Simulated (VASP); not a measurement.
NaCl:

```
CELL_PARAMETERS angstrom
0.00000 2.83083 2.83083
2.83083 0.00000 2.83083
2.83083 2.83083 0.00000
ATOMIC_POSITIONS crystal
Cl 0.50000 0.50000 0.50000
Na 0.00000 0.00000 0.00000
```

Base run:

```yaml
Program: VASP 6.6.1
Functional: r2SCAN
Potentials_or_basis: VASP PAW PBE potentials, release 64 (Cl, Na_pv)
Cutoff: 520 eV
k_mesh: 8 × 8 × 8
Occupations: fermi-dirac, width 0.05 eV
Spin: no spin polarisation
```

Its results: band gap on the k mesh 5.87 eV; pressure -1.0 GPa.

Task: The run is repeated on the same cell with these changes: functional from r2SCAN to PBE-based screened hybrid with 25 % exact exchange; k mesh from 8 × 8 × 8 to 4 × 4 × 4. What comes out?

Result: Band gap on the k mesh 6.18 eV; pressure 0.0 GPa.

Several settings changed at once.

Caveats: some runs use coarse meshes; the PAW data sets were made with another functional, which shifts forces and pressure a little.

A k mesh can miss the band edges.
